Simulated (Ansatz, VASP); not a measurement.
# Te: VASP beside Ansatz

File INCAR:

```
  ALGO = Normal
  EDIFF = 1E-7
  EDIFFG = -0.01
  ENCUT = 500
  GGA = PE
  GGA_COMPAT = F
  IBRION = 2
  ISIF = 3
  ISMEAR = 0
  LASPH = T
  LCHARG = F
  LREAL = F
  LWAVE = F
  NELM = 120
  NELMIN = 4
  NSW = 100
  PREC = Accurate
  SIGMA = 0.1
```

Contents of KPOINTS:

```
k-points
0
Gamma
  12 12 8
```

The input POSCAR:

```
Te
1.0
    5.3462521929      0.0000000000      0.0000000000
   -2.6731260965      4.6299902141      0.0000000000
    0.0000000000      0.0000000000      6.3402363685
Te
4
Direct
    0.0000000000      0.0000000000      0.7094576926
    0.0000000000      0.0000000000      0.2905423074
    0.3333333333      0.6666666667      0.0000000000
    0.6666666667      0.3333333333      0.0000000000
```

Input for Ansatz:

```yaml
crystal:
  lattice:
    - [5.3462521929, 0.0, 0.0]
    - [-2.6731260965, 4.6299902141, 0.0]
    - [0.0, 0.0, 6.3402363685]
  atoms:
    - { symbol: Te, position: [0.0, 0.0, 0.7094576926] }
    - { symbol: Te, position: [0.0, 0.0, 0.2905423074] }
    - { symbol: Te, position: [0.3333333333, 0.6666666667, 0.0] }
    - { symbol: Te, position: [0.6666666667, 0.3333333333, 0.0] }
basis:
  ecutwfc: 420
kpoints:
  mp_grid: { grid: [12, 12, 8] }
hamiltonian:
  xc: pbe
scf:
  occupations: { method: gaussian, width: 0.1 }
output:
  forces: true
  stress: true
  eigenvalues: true
  write_density: true
  write_potential: true
  elf: true
  volumetric_format: npy
relax:
  adjacent_minimum: "off"
  f_tol: 0.01
  max_steps: 80
  cell: { stress_tol: 0.05 }
```

Alike in both runs: task relaxation of cell and atoms; functional PBE; k mesh 12 × 12 × 8; occupations gaussian, width 0.1 eV; no spin polarisation.

```csv
,VASP,Ansatz
version,VASP 6.6.1,Ansatz 0.2.0
potentials or method,"VASP PAW PBE potentials, release 64 (Te), cutoff 500 eV","scalar-relativistic, plane waves, PAW"
valence electrons in the cell,24,64
```

Ansatz gave:

- gap on the k mesh at the Fermi level, each at its own relaxed structure (eV): none
- relaxed volume (Å³/atom): 39.13
- relaxed cell length with the largest relative difference (Å): 5.337

Task: Which values does VASP return?

Result: gap on the k mesh at the Fermi level, each at its own relaxed structure (eV): none; relaxed volume (Å³/atom): 39.07; relaxed cell length with the largest relative difference (Å): 5.332.

A gap of «none» marks a metal or a gap that the smearing closes. VASP's potentials hold 24 valence electrons a cell and Ansatz's 64, so a difference there can come from the potentials and not from the codes.

Neither program's run includes spin-orbit coupling.
